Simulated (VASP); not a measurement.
Input of a VASP 6.6.1 run:

INCAR

```
SYSTEM = Ge
ALGO = Normal
EDIFF = 1E-6
EDIFFG = -0.005
ENCUT = 600
GGA = PE
IBRION = 2
ISIF = 3
ISMEAR = -1
LASPH = .True.
LCHARG = .False.
LREAL = .False.
LWAVE = .False.
NELM = 100
NSW = 32
PREC = Accurate
PSTRESS = 2200.0
SIGMA = 0.05
```

KPOINTS

```
k-points
0
Gamma
  20 20 20
  0 0 0
```

POSCAR

```
Ge
1.0
   -1.3383719715      1.3383719715      1.3383719715
    1.3383719715     -1.3383719715      1.3383719715
    1.3383719715      1.3383719715     -1.3383719715
Ge
1
Direct
    0.0000000000      0.0000000000      0.0000000000
```

Potentials or basis: VASP PAW PBE potentials, release 64 (Ge_d).

Run with:

```bash
$ cat potpaw_PBE.64/Ge_d/POTCAR > POTCAR
$ mpirun -np 1 vasp_std > vasp.out
```

(1) Predict the relaxed volume.

(2) Estimate the band gap on the k mesh.

(3) Estimate the space group after relaxing (to 0.05 Å).

Answers

(1) 9.60 Å³/atom.

(2) zero (band 7 reaches 35.96 eV, above the bottom of band 8 at 11.37 eV).

(3) Im-3m (No. 229).

Caveat: the cell is relaxed towards a set pressure, so the enthalpy falls and the energy may rise.
